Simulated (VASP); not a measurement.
Si, 4 atoms in the cell. The typed cell holds 4 atoms: a = 3.831 Å, b = 3.831 Å, c = 6.333 Å, α = 90.00°, β = 90.00°, γ = 120.00°. This isn't the form of Si at room conditions, which is diamond. This cell differs from its parent crystal: atoms moved at random.

* Program: VASP 6.6.1
* Task: single point
* Functional: PBE
* Potentials or basis: VASP PAW PBE potentials, release 64 (Si)
* Cutoff: 450 eV
* k mesh: 7 × 7 × 4
* Occupations: gaussian, width 0.02 eV
* Spin: no spin polarisation
* Further INCAR settings: ALGO = Normal; EDIFF = 1e-07

Potentials or basis: VASP PAW PBE potentials, release 64 (Si).

Run with:

```console
$ cat potpaw_PBE.64/Si/POTCAR > POTCAR
$ mpirun -np 1 vasp_std > vasp.out
```

Hardware: 1 thread of Intel(R) Xeon(R) 6975P-C (Granite Rapids), on a shared host.

How long does it take, and how much memory?

Run time: 28 s on 1 thread of Intel(R) Xeon(R) 6975P-C (Granite Rapids), on a shared host, peak memory 0.2 GiB. Counts: scf iterations 13, k points 99.
